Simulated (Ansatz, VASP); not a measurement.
**Os in VASP and in Ansatz**

```
CELL_PARAMETERS angstrom
2.69715 0.00000 0.00000
-1.34857 2.33580 0.00000
0.00000 0.00000 4.26132
ATOMIC_POSITIONS crystal
Os 0.33333 0.66667 0.25000
Os 0.66667 0.33333 0.75000
```

Change from the starting cell: functional lda, volume scaled by 0.96.

Alike in both runs: task single point; functional LDA; k mesh 17 × 17 × 10; occupations fermi-dirac, width 0.08 eV; no spin polarisation.

|  | VASP | Ansatz |
| --- | --- | --- |
| version | VASP 6.6.1 | Ansatz 0.2.0 |
| potentials or method | VASP PAW LDA potentials, release 64 (Os), cutoff 520 eV | all-electron LAPW, scalar-relativistic |

|  | VASP | Ansatz | Ansatz less VASP |
| --- | --- | --- | --- |
| pressure (GPa) | 10.9 | 9.6 | -1.26 |
| traceless stress, the component that is largest in VASP (GPa) | 0.13 | 0.20 | +0.071 |

LDA's correlation is that of Perdew and Zunger in VASP and of Perdew and Wang (1992) in Ansatz. Ansatz ran all-electron here, and VASP with PAW potentials.

Spin-orbit coupling is off throughout.
